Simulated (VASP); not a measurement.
CaO:

```
Ca O
1.0
     0.00000    2.40650    2.40650
     2.40650    0.00000    2.40650
     2.40650    2.40650    0.00000
Ca O
1 1
Cartesian
  0.0000 0.0000 0.0000
  2.4065 2.4065 2.4065
```

- Program: VASP 6.6.1
- Task: relaxation of cell and atoms
- Functional: PBEsol
- Potentials or basis: VASP PAW PBE potentials, release 64 (Ca_sv, O)
- Cutoff: 600 eV
- k mesh: 8 × 8 × 8
- Occupations: gaussian, width 0.02 eV
- Spin: no spin polarisation

At the start: pressure -2.6 GPa; volume 13.94 Å³/atom.

Task: Where does the relaxation end?

Result: Over 3 steps the energy falls by 2.8 meV/atom and the volume is 13.61 Å³/atom (-2.4 %); space group Fm-3m (No. 225, to 0.1 Å) before and after.

The path:
```csv
step,energy change (eV),largest force (eV/Å),pressure (GPa),volume (Å³)
1,0.0000,0.0000,-2.61,27.87
2,-0.0047,0.0000,1.07,26.97
3,-0.0055,0.0000,0.00,27.21
```

Final structure:
```cif
data_structure
_symmetry_space_group_name_H-M 'P 1'
_symmetry_Int_Tables_number 1
_cell_length_a 3.3762
_cell_length_b 3.3762
_cell_length_c 3.3762
_cell_angle_alpha 60.000
_cell_angle_beta 60.000
_cell_angle_gamma 60.000
_cell_volume 27.21
loop_
_atom_site_label
_atom_site_type_symbol
_atom_site_fract_x
_atom_site_fract_y
_atom_site_fract_z
_atom_site_occupancy
Ca1 Ca 0.00000 0.00000 0.00000 1
O1 O 0.50000 0.50000 0.50000 1
```

Caveat: the PAW data sets were made with another functional, which shifts forces and pressure a little.
